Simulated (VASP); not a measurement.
Hf, 4 atoms in the cell. Symmetry: Immm, No. 71, orthorhombic system. Conventional cell: a = 5.281 Å, b = 6.202 Å, c = 6.228 Å, α = 90.00°, β = 90.00°, γ = 90.00°. Within 2.6 Å of Hf (site symmetry m) lie 2 Hf at 1.94 to 2.07 Å. The cell was built from a structure type or drawn by symmetry, and may not be a known phase.

```yaml
Program: VASP 6.6.1
Task: relaxation of cell and atoms
Functional: PBE
Potentials_or_basis: VASP PAW PBE potentials, release 64 (Hf_pv)
Cutoff: 600 eV
k_mesh: 4 × 4 × 4
Occupations: gaussian, width 0.1 eV
Spin: no spin polarisation
Dipole_correction: no
Further_INCAR_settings: ALGO = Fast; EDIFF = 1e-06; IBRION = 2; EDIFFG = -0.04; NSW = 90; ISIF = 3
```

Potentials or basis: VASP PAW PBE potentials, release 64 (Hf_pv).

The run is started by

```bash
$ cat potpaw_PBE.64/Hf_pv/POTCAR > POTCAR
$ mpirun -np 1 vasp_std > vasp.out
```

Hardware: 1 thread of Intel(R) Xeon(R) 6975P-C (Granite Rapids) (shared host).

Problem. How long does it take, and how much memory?

Solution. It took 28 min on 1 thread of Intel(R) Xeon(R) 6975P-C (Granite Rapids), on a shared host, peak memory 0.34 GiB. Counts: scf iterations 805, k points 18, ion steps 23.
